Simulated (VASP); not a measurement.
Here is a VASP 6.6.1 calculation.

Contents of INCAR:

```
  PREC = Accurate
  ENCUT = 620
  EDIFF = 1E-6
  ISMEAR = -1
  SIGMA = 0.1
  LREAL = F
  LASPH = T
  NELM = 120
  ALGO = Normal
  ISIF = 2
  LWAVE = F
  LCHARG = F
  GGA = PS
  NBANDS = 14
  GGA_COMPAT = F
```

Contents of KPOINTS:

```
Automatic mesh
0
Gamma
  20 20 19
```

File POSCAR:

```
Rh
1.0
    2.1747758500      0.0000000000      0.0000000000
   -1.0873879250      1.8834111336      0.0000000000
    0.0000000000      0.0000000000      2.0607567947
Rh
1
Direct
    0.0000000000      0.0000000000      0.0000000000
```

Potentials or basis: VASP PAW PBE potentials, release 64 (Rh_sv_GW).

Launch:

```console
$ cat potpaw_PBE.64/Rh_sv_GW/POTCAR > POTCAR
$ mpirun -np 1 vasp_std > vasp.out
```

Predict the pressure.

511.6 GPa.

Estimate the band gap on the k mesh.

zero (an odd number of electrons rules out a gap without spin polarisation).

Caveat: the cell stands under pressure; the PAW data sets were made with another functional, which shifts forces and pressure a little.
